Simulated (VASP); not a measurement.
Set up this calculation in VASP 6.6.1, as the native input.

```
Task                   : single point
Functional             : LDA
Potentials or basis    : VASP PAW LDA potentials, release 64 (Si, C)
Cutoff                 : 520 eV
k mesh                 : 14 × 14 × 14
Occupations            : gaussian, width 0.05 eV
Spin                   : no spin polarisation
Dipole correction      : no
Further INCAR settings : ALGO = Normal; EDIFF = 1e-06; NBANDS = 11
```

The structure of SiC lies in POSCAR:

```
SiC
1.0
    0.0000000000      2.1740000000      2.1740000000
    2.1740000000      0.0000000000      2.1740000000
    2.1740000000      2.1740000000      0.0000000000
Si C
1 1
Direct
    0.0813140273      0.0000000000      0.0000000000
    0.7500000000      0.7500000000      0.7500000000
```

This cell differs from its parent crystal: all Si atoms moved -0.250 Å, as atom 1 towards its neighbour atom 1 (Si) at 3.075 Å.

The input as run:

INCAR

```
SYSTEM = SiC
  ALGO = Normal
  EDIFF = 1E-6
  ENCUT = 520
  GGA = CA
  ISIF = 2
  ISMEAR = 0
  LASPH = .TRUE.
  LCHARG = .TRUE.
  LELF = .TRUE.
  LREAL = .FALSE.
  LVHAR = .TRUE.
  LWAVE = .FALSE.
  NBANDS = 11
  NELM = 80
  PREC = Accurate
  SIGMA = 0.05
```

KPOINTS

```
k-points
0
G
  14 14 14
  0 0 0
```

Potentials or basis: VASP PAW LDA potentials, release 64 (Si, C).

The run is started by

```console
$ cat potpaw_LDA.64/Si/POTCAR potpaw_LDA.64/C/POTCAR > POTCAR
$ mpirun -np 1 vasp_std > vasp.out
```

Results of the run:

The pressure is 5.2 GPa and the largest force is 5.477 eV/Å. The band gap on the k mesh is 0.17 eV (least direct gap 3.96 eV).

Caveat: the cell differs from its parent crystal (all Si atoms moved -0.250 Å, as atom 1 towards its neighbour atom 1 (Si) at 3.075 Å); the stress differs along the axes, from 3 to 10 GPa; semilocal functionals underestimate gaps, and a narrow one can read as zero; forces of over 1 eV/Å act on the atoms, so gaps and moduli don't describe the material at rest.

Run time: 4.7 min on 1 thread of AMD EPYC 7R13 (shared host), peak memory 0.23 GiB.
